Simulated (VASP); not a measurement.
Here is a VASP 6.6.1 calculation.

INCAR

```
ALGO     = Fast           # electronic algorithm
EDIFF    = 1E-6           # SCF threshold, eV
ENCUT    = 520            # plane-wave cutoff, eV
GGA      = PS             # functional
ISIF     = 2              # what is computed and relaxed
ISMEAR   = 0              # smearing method
LASPH    = T              # aspherical terms in the spheres
LCHARG   = T              # write CHGCAR
LELF     = T              # ELF
LREAL    = F              # projectors in reciprocal space
LVHAR    = T            
LWAVE    = F              # write WAVECAR
NBANDS   = 12             # bands
NELM     = 100            # most SCF steps
PREC     = Accurate       # precision mode
SIGMA    = 0.15           # smearing width, eV
```

Contents of KPOINTS:

```
k-points
0
Gamma
  20 20 20
```

File POSCAR:

```
Ag
1.0
   -1.7384367000      1.7384367000      1.6556540000
    1.7384367000     -1.7384367000      1.6556540000
    1.7384367000      1.7384367000     -1.6556540000
Ag
1
Direct
    0.0000000000      0.0000000000      0.0000000000
```

Potentials or basis: VASP PAW PBE potentials, release 64 (Ag).

The run is started by

```bash
$ cat potpaw_PBE.64/Ag/POTCAR > POTCAR
$ mpirun -np 1 vasp_std > vasp.out
```

Q: Estimate the pressure.

A: -12.3 GPa.

Stress tensor (GPa, compression positive):
```
-12.08   0.00   0.00
  0.00 -12.08   0.00
  0.00   0.00 -12.66
```

Caveat: the cell differs from its parent crystal (strain +0.050 along x and y, +0.000 along z); the PAW data sets were made with another functional, which shifts forces and pressure a little.
